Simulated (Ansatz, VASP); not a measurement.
One calculation of Ba, two programs

Contents of INCAR:

```
ALGO = Fast ; EDIFF = 1E-7
ENCUT = 520 ; GGA = CA
ISIF = 2 ; ISMEAR = 0
LASPH = True ; LCHARG = True
LELF = True ; LREAL = False
LVHAR = True ; LWAVE = False
NBANDS = 11 ; NELM = 100
PREC = Accurate ; SIGMA = 0.15
```

The input KPOINTS:

```
k-points
0
Gamma
  14 14 14
```

Contents of POSCAR:

```
Ba
1.0
   -2.3000000000      2.3000000000      2.6000000000
    2.3000000000     -2.3000000000      2.6000000000
    2.3000000000      2.3000000000     -2.6000000000
Ba
1
Direct
    0.0000000000      0.0000000000      0.0000000000
```

Input for Ansatz:

```yaml
crystal:
  lattice:
    - [-2.3, 2.3, 2.6]
    - [2.3, -2.3, 2.6]
    - [2.3, 2.3, -2.6]
  atoms:
    - { symbol: Ba, position: [0.0, 0.0, 0.0] }
basis:
  ecutwfc: 420
kpoints:
  mp_grid: { grid: [14, 14, 14] }
hamiltonian:
  xc: lda
scf:
  occupations: { method: gaussian, width: 0.15 }
output:
  forces: true
  stress: true
  eigenvalues: true
```

Change from the starting cell: strain -0.080 along x and y, +0.040 along z, atoms carried along.

Alike in both runs: task single point; functional LDA; k mesh 14 × 14 × 14; occupations gaussian, width 0.15 eV; no spin polarisation.

|  | VASP | Ansatz |
| --- | --- | --- |
| version | VASP 6.6.1 | Ansatz 0.2.0 |
| potentials or method | VASP PAW LDA potentials, release 64 (Ba_sv), cutoff 520 eV | scalar-relativistic, plane waves, PAW |
| valence electrons in the cell | 10 | 10 |

|  | VASP | Ansatz | Ansatz less VASP |
| --- | --- | --- | --- |
| gap on the k mesh at the Fermi level (eV) | none | none | - |
| pressure (GPa) | -0.1 | -0.2 | -0.08 |
| traceless stress, the component that is largest in VASP (GPa) | -0.27 | -0.26 | +0.003 |

LDA's correlation is that of Perdew and Zunger in VASP and of Perdew and Wang (1992) in Ansatz. A gap of «none» marks a metal or a gap that the smearing closes.

Neither program's run includes spin-orbit coupling.
